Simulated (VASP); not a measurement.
Runs of VASP 6.6.1 on Ta. The structure is that of space group P6_3/mmc (No. 194), or close to it. The cells are those of the table. 

| task | cell | cutoff (eV) | gap on the mesh (eV) | pressure (GPa) |
| --- | --- | --- | --- | --- |
| single point | a = 2.881, b = 2.881, c = 5.151 Å, angles 90.0, 90.0, 120.0°, 2 atoms | 520 | none | (a) |
| single point | a = 2.867, b = 2.867, c = 5.125 Å, angles 90.0, 90.0, 120.0°, 2 atoms | 520 | none | 3.6 |
| relaxation of cell and atoms | relaxed from a = 2.940, b = 2.940, c = 4.801 Å, angles 90.0, 90.0, 120.0°, 2 atoms | 600 | none | 0.0 |
| single point | a = 2.896, b = 2.896, c = 5.177 Å, angles 90.0, 90.0, 120.0°, 2 atoms | 520 | none | -2.3 |

Alike in all rows: level r2SCAN; potentials or basis VASP PAW PBE potentials, release 64 (Ta_pv); no spin polarisation; k mesh 9 × 9 × 5; smearing fermi-dirac 0.1 eV.

Fill in the values left out.

(a) 0.5.

Caveats: the PAW data sets were made with another functional, which shifts forces and pressure a little; spin-orbit coupling is left out, which moves the levels of the heavy elements.

A k mesh can miss the band edges, and the runs leave out spin-orbit coupling on Ta.

A gap of «none» marks levels without a gap at the run's occupations.
